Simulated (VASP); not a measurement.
# H2CO in VASP: notebook

Runs on H2CO. Level: PBE. Tasks: single point.

All numbers are computed with VASP 6.6.1; they aren't measurements. Logs are shortened: lines on timing, memory, paths and dates and some standing lists are left out, and cuts for length are marked.

### 1 The cell of the first run

The cell holds an amorphous packing of atoms, 12 atoms: a = 6.415 Å, b = 6.415 Å, c = 6.415 Å, α = 90.00°, β = 90.00°, γ = 90.00°.

### 2 Single point, PBE

INCAR

```
SYSTEM = H2CO
ALGO     = Normal         ! electronic algorithm
EDIFF    = 1E-6           ! SCF threshold, eV
ENCUT    = 520            ! plane-wave cutoff, eV
GGA      = PE             ! functional
ISIF     = 2              ! what is computed and relaxed
ISMEAR   = -1             ! smearing method
LASPH    = .True.         ! aspherical terms in the spheres
LCHARG   = .False.        ! write CHGCAR
LREAL    = .False.        ! projectors in reciprocal space
LWAVE    = .False.        ! write WAVECAR
NBANDS   = 30             ! bands
NELM     = 80             ! most SCF steps
PREC     = Accurate       ! precision mode
SIGMA    = 0.02           ! smearing width, eV
```

KPOINTS

```
k-points
0
Gamma
  1 1 1
  0 0 0
```

POSCAR

```
H2CO
1.0
    6.4150690000      0.0000000000      0.0000000000
    0.0000000000      6.4150690000      0.0000000000
    0.0000000000      0.0000000000      6.4150690000
O C H
3 3 6
Direct
    0.7085687579      1.0326133475      0.5980659873
    1.0925309897      0.6516023368      0.7891211781
    0.1285017957      0.8697601493      0.2842613337
    0.5600211050      1.1248334347      0.5703713577
    0.9260578075      0.6106590485      0.8336203445
    0.3014651372      0.8853850504      0.2509237692
    0.0875105826      0.1718616856      0.8874082095
    0.1441764470      0.1281722763      0.7947684504
    0.5454243509      0.2272368017      0.0595477482
    0.5847549136      0.3354138766      0.0374792982
    0.6268964050      0.6176019617      0.3984424984
    0.6024859078      0.5089252308      0.4348996247
```

Potentials or basis: VASP PAW PBE potentials, release 64 (O, C, H).

The run is started by

```sh
$ cat potpaw_PBE.64/O/POTCAR potpaw_PBE.64/C/POTCAR potpaw_PBE.64/H/POTCAR > POTCAR
$ mpirun -np 1 vasp_gam > vasp.out
```

OUTCAR:

```text
SYSTEM = H2CO
   EDIFF = 1E-6
   ENCUT = 520
   GGA = PE
   ISIF = 2
   ISMEAR = -1
   LASPH = .True.
   LREAL = .False.
   NELM = 80
   PREC = Accurate

 ion  position               nearest neighbor table
   1  0.709  0.033  0.598-   4 1.14
   2  0.093  0.652  0.789-   5 1.14
   3  0.129  0.870  0.284-   6 1.13
   4  0.560  0.125  0.570-   1 1.14
   5  0.926  0.611  0.834-   2 1.14
   6  0.301  0.885  0.251-   3 1.13
   7  0.088  0.172  0.887-   8 0.75
   8  0.144  0.128  0.795-   7 0.75
   9  0.545  0.227  0.060-  10 0.75
  10  0.585  0.335  0.037-   9 0.75
  11  0.627  0.618  0.398-  12 0.75
  12  0.602  0.509  0.435-  11 0.75

  LATTYP: Found a simple cubic cell.
 ALAT       =     6.4150690000

  Lattice vectors:

 A1 = (   6.4150690000,   0.0000000000,   0.0000000000)
 A2 = (   0.0000000000,   6.4150690000,   0.0000000000)
 A3 = (   0.0000000000,   0.0000000000,   6.4150690000)

Analysis of symmetry for initial positions (statically):
=====================================================================
 Subroutine PRICEL returns:
 Original cell was already a primitive cell.

 Routine SETGRP: Setting up the symmetry group for a
 simple cubic supercell.

 Subroutine GETGRP returns: Found  1 space group operations
 (whereof  1 operations were pure point group operations)
 out of a pool of 48 trial point group operations.

The static configuration has the point symmetry C_1 .

Analysis of symmetry for dynamics (positions and initial velocities):
=====================================================================
 Subroutine PRICEL returns:
 Original cell was already a primitive cell.

 Routine SETGRP: Setting up the symmetry group for a
 simple cubic supercell.

 Subroutine GETGRP returns: Found  1 space group operations
 (whereof  1 operations were pure point group operations)
 out of a pool of 48 trial point group operations.

The dynamic configuration has the point symmetry C_1 .

 Subroutine INISYM returns: Found  1 space group operations
 (whereof  1 operations are pure point group operations),
 and found     1 'primitive' translations

----------------------------------------------------------------------------------------

                                     Primitive cell

  volume of cell :     264.0000

  direct lattice vectors                    reciprocal lattice vectors
     6.415069000  0.000000000  0.000000000     0.155882969  0.000000000  0.000000000
     0.000000000  6.415069000  0.000000000     0.000000000  0.155882969  0.000000000
     0.000000000  0.000000000  6.415069000     0.000000000  0.000000000  0.155882969

  length of vectors
     6.415069000  6.415069000  6.415069000     0.155882969  0.155882969  0.155882969

  position of ions in fractional coordinates (direct lattice)
     0.708568758  0.032613348  0.598065987
     0.092530990  0.651602337  0.789121178
     0.128501796  0.869760149  0.284261334
     0.560021105  0.124833435  0.570371358
     0.926057808  0.610659048  0.833620344
     0.301465137  0.885385050  0.250923769
     0.087510583  0.171861686  0.887408210
     0.144176447  0.128172276  0.794768450
     0.545424351  0.227236802  0.059547748
     0.584754914  0.335413877  0.037479298
     0.626896405  0.617601962  0.398442498
     0.602485908  0.508925231  0.434899625

  ion indices of the primitive-cell ions
   primitive index   ion index
                 1           1
                 2           2
                 3           3
                 4           4
                 5           5
                 6           6
                 7           7
                 8           8
                 9           9
                10          10
                11          11
                12          12

----------------------------------------------------------------------------------------

 KPOINTS: k-points

Automatic generation of k-mesh.
 Grid dimensions read from file:
 generate k-points for:    1    1    1

 Generating k-lattice:

  Cartesian coordinates                     Fractional coordinates (reciprocal lattice)
     0.155882969  0.000000000  0.000000000     1.000000000  0.000000000  0.000000000
     0.000000000  0.155882969  0.000000000     0.000000000  1.000000000  0.000000000
     0.000000000  0.000000000  0.155882969     0.000000000  0.000000000  1.000000000

  Length of vectors
     0.155882969  0.155882969  0.155882969

  Shift w.r.t. Gamma in fractional coordinates (k-lattice)
     0.000000000  0.000000000  0.000000000

 Subroutine IBZKPT returns following result:
 ===========================================

 Found      1 irreducible k-points:

 Following reciprocal coordinates:
            Coordinates               Weight
  0.000000  0.000000  0.000000      1.000000
   k-points           NKPTS =      1   k-points in BZ     NKDIM =      1   number of bands    NBANDS=     30
   number of dos      NEDOS =    301   number of ions     NIONS =     12
   total plane-waves  NPLWV = 110592
   dimension x,y,z NGX =    48 NGY =   48 NGZ =   48
   dimension x,y,z NGXF=    96 NGYF=   96 NGZF=   96
   ions per type =               3   3   6
   NGX,Y,Z   is equivalent  to a cutoff of  12.44, 12.44, 12.44 a.u.
   NGXF,Y,Z  is equivalent  to a cutoff of  24.88, 24.88, 24.88 a.u.
 SYSTEM =  H2CO
   PREC   = accura    normal or accurate (medium, high low for compatibility)
   ISTART =      0    job   : 0-new  1-cont  2-samecut
   ICHARG =      2    charge: 1-file 2-atom 10-const
   ISPIN  =      1    spin polarized calculation?
   LNONCOLLINEAR =      F non collinear calculations
   LSORBIT =      F    spin-orbit coupling
   LASPH  =      T    aspherical Exc in radial PAW
   ENCUT  =  520.0 eV  38.22 Ry    6.18 a.u.  11.93 11.93 11.93*2*pi/ulx,y,z
   NELM   =     80;   NELMIN=  2; NELMDL= -5     # of ELM steps
   EDIFF  = 0.1E-05   stopping-criterion for ELM
   LREAL  =      F    real-space projection
   EDIFFG = 0.1E-04   stopping-criterion for IOM
   NSW    =      0    number of steps for IOM
   IBRION =     -1    ionic relax: 0-MD 1-quasi-New 2-CG
   NFREE  =      0    steps in history (QN), initial steepest desc. (CG)
   ISIF   =      2    stress and relaxation
   ISYM   =      2    0-nonsym 1-usesym 2-fastsym
   POTIM  = 0.5000    time-step for ionic-motion
   TEBEG  =    0.0;   TEEND  =   0.0 temperature during run
   PSTRESS=    0.0 pullay stress
   NELECT =      36.0000    total number of electrons
   NUPDOWN=      -1.0000    fix difference up-down
   EMIN   =  10.00;   EMAX   =-10.00  energy-range for DOS
   EFERMI =   0.00;   METHOD = LEGACY
   ISMEAR =    -1;   SIGMA  =   0.02  broadening in eV -4-tet -1-fermi 0-gaus
   EFERMI_NEDOS =   21; number of points for ismear=-14 and -15
   IALGO  =     38    algorithm
   IMIX   =      4    mixing-type and parameters
     AMIX     =   0.40;   BMIX     =  1.00
     AMIX_MAG =   1.60;   BMIX_MAG =  1.00
  volume/ion in A,a.u.               =      22.00       148.46
  Fermi-wavevector in a.u.,A,eV,Ry     =   0.842638  1.592355  9.660663  0.710039
  Thomas-Fermi vector in A             =   1.957377
   LORBIT       =      0    0 simple, 1 ext, 2 COOP (PROOUT), +10 PAW based schemes
   GGA     = PE    functional components
   LHFCALC =     F    Hartree Fock is set to
   AEXX    =    0.0000 exact exchange contribution
   IVDW    =     0    specifies the selected vdW correction
   LEPSILON=     F    determine dielectric tensor
   LRPA    =     F    only Hartree local field effects (RPA)
 non-spin polarized calculation
  energy-cutoff  :      520.00
  volume of cell :      264.00
 maximum number of plane-waves:      3562
 NGX is ok and might be reduce to    48
   NGX = 23   NGY = 23   NGZ = 23

 number of electron      36.0000003 magnetization

 Free energy of the ion-electron system (eV)
  ---------------------------------------------------
  ext. energy  EPLUGINS =         0.00000000
  ---------------------------------------------------
  free energy    TOTEN  =       -64.71663516 eV

  energy without entropy =      -64.71663516  energy(sigma->0) =      -64.71663516

 E-fermi :  -6.0585     XC(G=0):  -5.2399

 val. band max:       -6.5894642383   @ k =   0.0000   0.0000   0.0000
 cond. band min:      -0.4629164413   @ k =   0.0000   0.0000   0.0000
 fundamental gap:      6.1265477970
 Fermi energy:        -6.0584996756

 k-point     1 :       0.0000    0.0000    0.0000
  band No.  band energies     occupation
      1     -27.2752      2.00000
      2     -27.1939      2.00000
      3     -27.1833      2.00000
      4     -12.0197      2.00000
      5     -11.8970      2.00000
      6     -11.8194      2.00000
[... 22 lines left out ...]
     29       3.8880      0.00000
     30       4.2762      0.00000

------------------------ aborting loop because EDIFF is reached ----------------------------------------

  FORCE on cell =-STRESS in cart. coord.  units (eV):
  Direction    XX          YY          ZZ          XY          YZ          ZX
  --------------------------------------------------------------------------------------
  -------------------------------------------------------------------------------------
  Total        2.8504262      0.5214804      0.6239559     -0.0827578     -0.0915522     -0.1633127
  in kB       17.2988162      3.1647877      3.7866964     -0.5022451     -0.5556170     -0.9911209
  external PRESSURE =       8.0834334 kB  Pullay stress =       0.0000000 kB

 VOLUME and BASIS-vectors are now :
 -----------------------------------------------------------------------------
  energy-cutoff  :      520.00
  volume of cell :      264.00
      direct lattice vectors                 reciprocal lattice vectors
     6.415069000  0.000000000  0.000000000     0.155882969  0.000000000  0.000000000
     0.000000000  6.415069000  0.000000000     0.000000000  0.155882969  0.000000000
     0.000000000  0.000000000  6.415069000     0.000000000  0.000000000  0.155882969

 POSITION                                       TOTAL-FORCE (eV/Angst)
 -----------------------------------------------------------------------------------
      4.54552      0.20922      3.83663         0.795693     -0.482190      0.143905
      0.59359      4.18007      5.06227         0.837975      0.221172     -0.227747
      0.82435      5.57957      1.82356        -1.025883     -0.099076      0.195986
      3.59257      0.80082      3.65897        -0.798122      0.492439     -0.140569
      5.94072      3.91742      5.34773        -0.822936     -0.220249      0.218336
      1.93392      5.67981      1.60969         0.993097      0.089515     -0.200960
      0.56139      1.10250      5.69278         0.019688     -0.025113     -0.032965
      0.92490      0.82223      5.09849        -0.020830      0.017127      0.029626
      3.49893      1.45774      0.38200         0.034627      0.076949     -0.006809
      3.75124      2.15170      0.24043        -0.015758     -0.077674      0.017331
      4.02158      3.96196      2.55604        -0.002901     -0.051627      0.008120
      3.86499      3.26479      2.78991         0.005349      0.058727     -0.004255
 -----------------------------------------------------------------------------------
    total drift:                               -0.000073      0.000551      0.000567

  FREE ENERGIE OF THE ION-ELECTRON SYSTEM (eV)
  ---------------------------------------------------
  free  energy   TOTEN  =       -64.7166351565 eV

  energy  without entropy=      -64.7166351565  energy(sigma->0) =      -64.71663516
```

Run time: 15 s. Hardware: 1 thread of Intel Xeon Platinum 8259CL at 2.50GHz (Skylake/Cascade Lake), shared host; peak memory 0.3 GiB.

What came out:

- Free energy: -64.7166 eV
- Pressure: 0.8 GPa
- Largest force: 1.049 eV/Å
- Band gap on the k mesh: 6.13 eV

Forces on the atoms (eV/Å):
```
O    0.796 -0.482  0.144
O    0.838  0.221 -0.228
O   -1.026 -0.099  0.196
C   -0.798  0.492 -0.141
C   -0.823 -0.220  0.218
C    0.993  0.090 -0.201
H    0.020 -0.025 -0.033
H   -0.021  0.017  0.030
H    0.035  0.077 -0.007
H   -0.016 -0.078  0.017
H   -0.003 -0.052  0.008
H    0.005  0.059 -0.004
```

Levels at points of the mesh, in eV from the valence-band top:
| k point | band 15 | band 16 | band 17 | band 18 | band 19 | band 20 | band 21 | band 22 |
| --- | --- | --- | --- | --- | --- | --- | --- | --- |
| (0.00, 0.00, 0.00) | -1.28 | -0.41 | -0.22 | 0.00 | 6.13 | 6.42 | 6.67 | 6.75 |

Caveat: the k points lie up to 0.98 Å⁻¹ apart.

### 3 Single point, PBE

INCAR

```
SYSTEM = H2CO
ALGO     = Normal         ! electronic algorithm
EDIFF    = 1E-6           ! SCF threshold, eV
ENCUT    = 520            ! plane-wave cutoff, eV
GGA      = PE             ! functional
ISIF     = 2              ! what is computed and relaxed
ISMEAR   = -1             ! smearing method
LASPH    = .TRUE.         ! aspherical terms in the spheres
LCHARG   = .TRUE.         ! write CHGCAR
LELF     = .TRUE.         ! ELF
LREAL    = .FALSE.        ! projectors in reciprocal space
LVHAR    = .TRUE.       
LWAVE    = .FALSE.        ! write WAVECAR
NBANDS   = 30             ! bands
NELM     = 100            ! most SCF steps
PREC     = Accurate       ! precision mode
SIGMA    = 0.02           ! smearing width, eV
```

KPOINTS

```
k-points
0
G
  1 1 1
  0 0 0
```

POSCAR

```
H2CO
1.0
    6.4150690000      0.0000000000      0.0000000000
    0.0000000000      6.4150690000      0.0000000000
    0.0000000000      0.0000000000      6.4150690000
O C H
3 3 6
Direct
    0.7389008598      1.1147658739      0.5753796257
    1.0591468307      0.6365481026      0.7164069475
    0.1351037690      0.8046055311      0.2657336967
    0.5759875693      1.1711175671      0.5755666853
    0.9574020170      0.6805538647      0.8610507541
    0.3078220983      0.8270682669      0.2786408065
    0.1972387203      0.0918774217      0.8094690798
    0.2932782173      0.0884479964      0.8890317470
    0.7303740614      0.2985158850      0.0370066168
    0.6542719961      0.3736358876     -0.0126888737
    0.6521675761      0.5083343609      0.3776109033
    0.7090960362      0.6149115465      0.3703623453
```

Potentials or basis: VASP PAW PBE potentials, release 64 (O, C, H).

The run is started by

```sh
$ cat potpaw_PBE.64/O/POTCAR potpaw_PBE.64/C/POTCAR potpaw_PBE.64/H/POTCAR > POTCAR
$ mpirun -np 1 vasp_gam > vasp.out
```

OUTCAR:

```text
SYSTEM = H2CO
   EDIFF = 1E-6
   ENCUT = 520
   GGA = PE
   ISIF = 2
   ISMEAR = -1
   LASPH = .TRUE.
   LREAL = .FALSE.
   NELM = 100
   PREC = Accurate

 ion  position               nearest neighbor table
   1  0.739  0.115  0.575-   4 1.11
   2  0.059  0.637  0.716-   5 1.17
   3  0.135  0.805  0.266-   6 1.12
   4  0.576  0.171  0.576-   1 1.11
   5  0.957  0.681  0.861-   2 1.17
   6  0.308  0.827  0.279-   3 1.12
   7  0.197  0.092  0.809-   8 0.80
[... 233 lines left out ...]
  external PRESSURE =      11.6610868 kB  Pullay stress =       0.0000000 kB

 VOLUME and BASIS-vectors are now :
 -----------------------------------------------------------------------------
  energy-cutoff  :      520.00
  volume of cell :      264.00
      direct lattice vectors                 reciprocal lattice vectors
     6.415069000  0.000000000  0.000000000     0.155882969  0.000000000  0.000000000
     0.000000000  6.415069000  0.000000000     0.000000000  0.155882969  0.000000000
     0.000000000  0.000000000  6.415069000     0.000000000  0.000000000  0.155882969

 POSITION                                       TOTAL-FORCE (eV/Angst)
 -----------------------------------------------------------------------------------
      4.74010      0.73623      3.69110         4.690341     -1.694179      0.018074
      0.37943      4.08350      4.59580        -1.428317      0.572131      2.106856
      0.86670      5.16160      1.70470        -2.709127     -0.346697     -0.107856
      3.69500      1.09773      3.69230        -4.585958      1.654219     -0.154400
      6.14180      4.36580      5.52370         1.406648     -0.619967     -2.227010
      1.97470      5.30570      1.78750         2.734976      0.465162      0.191088
      1.26530      0.58940      5.19280         1.151873     -0.031105      1.033137
      1.88140      0.56740      5.70320        -1.255909      0.039130     -0.927937
      4.68540      1.91500      0.23740        -0.195761      0.129251     -0.114335
      4.19720      2.39690      6.33367         0.163584     -0.203227      0.138833
      4.18370      3.26100      2.42240         0.443542      0.828616     -0.021516
      4.54890      3.94470      2.37590        -0.415892     -0.793332      0.065067
 -----------------------------------------------------------------------------------
    total drift:                               -0.002146      0.000338     -0.000957

  FREE ENERGIE OF THE ION-ELECTRON SYSTEM (eV)
  ---------------------------------------------------
  free  energy   TOTEN  =       -64.3560026413 eV

  energy  without entropy=      -64.3560026413  energy(sigma->0) =      -64.35600264
```

OSZICAR:

```text
N       E                     dE             d eps       ncg     rms          rms(c)
DAV:   1     0.288780931235E+03    0.28878E+03   -0.16323E+04    60   0.986E+02
DAV:   2    -0.304007366523E+02   -0.31918E+03   -0.30599E+03    88   0.242E+02
DAV:   3    -0.681055148061E+02   -0.37705E+02   -0.37495E+02    80   0.923E+01
DAV:   4    -0.685894225895E+02   -0.48391E+00   -0.48363E+00    72   0.128E+01
DAV:   5    -0.685955804094E+02   -0.61578E-02   -0.61577E-02    80   0.137E+00    0.143E+01
DAV:   6    -0.654134478723E+02    0.31821E+01   -0.54692E+00    60   0.142E+01    0.762E+00
DAV:   7    -0.645756261194E+02    0.83782E+00   -0.75042E-01    80   0.639E+00    0.369E+00
DAV:   8    -0.643547766693E+02    0.22085E+00   -0.77674E-01    60   0.423E+00    0.880E-01
DAV:   9    -0.643549505521E+02   -0.17388E-03   -0.39878E-02    80   0.114E+00    0.403E-01
DAV:  10    -0.643558821834E+02   -0.93163E-03   -0.47446E-03    68   0.425E-01    0.138E-01
DAV:  11    -0.643561378680E+02   -0.25568E-03   -0.81743E-04    60   0.173E-01    0.673E-02
DAV:  12    -0.643560419909E+02    0.95877E-04   -0.19248E-04    60   0.976E-02    0.158E-02
DAV:  13    -0.643560204458E+02    0.21545E-04   -0.29184E-05    80   0.317E-02    0.105E-02
DAV:  14    -0.643560035404E+02    0.16905E-04   -0.90594E-06    60   0.185E-02    0.327E-03
DAV:  15    -0.643560026413E+02    0.89909E-06   -0.23502E-06    60   0.822E-03
   1 F= -.64356003E+02 E0= -.64356003E+02  d E =-.414822E-10
```

It took 24 s on 1 thread of Intel Xeon Platinum 8259CL at 2.50GHz (Skylake/Cascade Lake), shared host; peak memory 0.3 GiB.

Results:

| Property | Result |
| --- | --- |
| Free energy | -64.3560 eV |
| Pressure | 1.2 GPa |
| Largest force | 4.987 eV/Å |
| Band gap on the k mesh | 6.19 eV |

Forces in eV/Å, atoms in the order of the input:
```
O    4.690 -1.694  0.018
O   -1.428  0.572  2.107
O   -2.709 -0.347 -0.108
C   -4.586  1.654 -0.154
C    1.407 -0.620 -2.227
C    2.735  0.465  0.191
H    1.152 -0.031  1.033
H   -1.256  0.039 -0.928
H   -0.196  0.129 -0.114
H    0.164 -0.203  0.139
H    0.444  0.829 -0.022
H   -0.416 -0.793  0.065
```

Caveat: the k points lie up to 0.98 Å⁻¹ apart.
